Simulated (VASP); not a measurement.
# Be: relaxation of cell and atoms with PBE

Crystal: Be.

```
CELL_PARAMETERS angstrom
0.00000 2.01275 2.01275
2.01275 0.00000 2.01275
2.01275 2.01275 0.00000
ATOMIC_POSITIONS crystal
Be 0.87500 0.87500 0.87500
Be 0.12500 0.12500 0.12500
```

This isn't the form of Be at room conditions, which is hcp.

```yaml
Program: VASP 6.6.1
Task: relaxation of cell and atoms
Functional: PBE
Potentials_or_basis: VASP PAW PBE potentials, release 64 (Be)
Cutoff: 600 eV
k_mesh: 17 × 17 × 17
Occupations: fermi-dirac, width 0.05 eV
Spin: no spin polarisation
Target_pressure: 69 GPa
Dipole_correction: no
Further_INCAR_settings: ALGO = Normal; EDIFF = 1e-06; IBRION = 2; EDIFFG = -0.005; NSW = 32; ISIF = 3
```

```json
{
  "Relaxed volume": "8.16 Å³/atom",
  "Relaxed cell": "a = 2.847 Å, b = 2.847 Å, c = 2.847 Å, α = 60.00°, β = 60.00°, γ = 60.00°",
  "Space group after relaxing (to 0.1 Å)": "Fd-3m (No. 227)",
  "Energy change on relaxing (the run minimises the enthalpy)": "-3.7 meV/atom",
  "Ionic steps": "3",
  "Pressure after relaxing": "69.0 GPa",
  "Band gap on the k mesh": "zero (bands 2 and 3 overlap by 8.94 eV)"
}
```

The path:
```tsv
step	energy change (eV)	largest force (eV/Å)	pressure (GPa)	volume (Å³)
1	0.0000	0.0000	69.24	16.31
2	-0.0126	0.0000	68.82	16.34
3	-0.0073	0.0000	68.99	16.33
```

Final structure:
```
Be
1.0
     0.00000    2.01345    2.01345
     2.01345    0.00000    2.01345
     2.01345    2.01345    0.00000
Be
2
Direct
  0.87500 0.87500 0.87500
  0.12500 0.12500 0.12500
```

Levels at points of the mesh, in eV from the Fermi level:
| k point | band 1 | band 2 | band 3 | band 4 | band 5 | band 6 |
| --- | --- | --- | --- | --- | --- | --- |
| (0.00, 0.00, 0.00) | -10.08 | 7.16 | 7.16 | 7.16 | 10.26 | 10.26 |

Wall time 16 s on 1 thread of Intel Xeon 8259CL, on a shared host, peak memory 0.14 GiB.

Caveat: the cell is relaxed towards a set pressure, so the run minimises the enthalpy, not the energy.
